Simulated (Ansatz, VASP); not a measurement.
# Two plane-wave programs on Si4O

```xyz
5
Lattice="-2.0752 2.0752 3.8020 2.0752 -2.0752 3.8020 2.0752 2.0752 -3.8020" Properties=species:S:1:pos:R:3 pbc="T T T"
Si    0.0000    0.0000    5.6889
Si    0.0000    2.0752    0.0000
Si    2.0752    0.0000    0.0000
Si    0.0000    0.0000    1.9150
O     0.0000    0.0000    0.0000
```

Change from the starting cell: species swapped into the PbF4 type (I4/mmm, No. 139).

Alike in both runs: task single point; functional PBE; k mesh 6 × 6 × 6; occupations gaussian, width 0.1 eV; no spin polarisation.

|  | VASP | Ansatz |
| --- | --- | --- |
| version | VASP 6.6.1 | Ansatz 0.2.0 |
| potentials or method | VASP PAW PBE potentials, release 64 (Si, O), cutoff 520 eV | scalar-relativistic, plane waves, PAW |
| valence electrons in the cell | 22 | 22 |

|  | VASP | Ansatz | Ansatz less VASP |
| --- | --- | --- | --- |
| gap on the k mesh at the Fermi level (eV) | none | none | - |
| pressure (GPa) | 10.3 | 10.2 | -0.09 |
| traceless stress, the component that is largest in VASP (GPa) | 7.44 | 7.40 | -0.038 |
| rms of the force components (eV/Å) | 1.103 | 1.098 | -0.0048 |

Atom by atom the forces differ by 0.005 eV/Å (rms over components). A gap of «none» marks a metal or a gap that the smearing closes. The functional is the same, so the differences come from potentials, cutoffs and numerics.
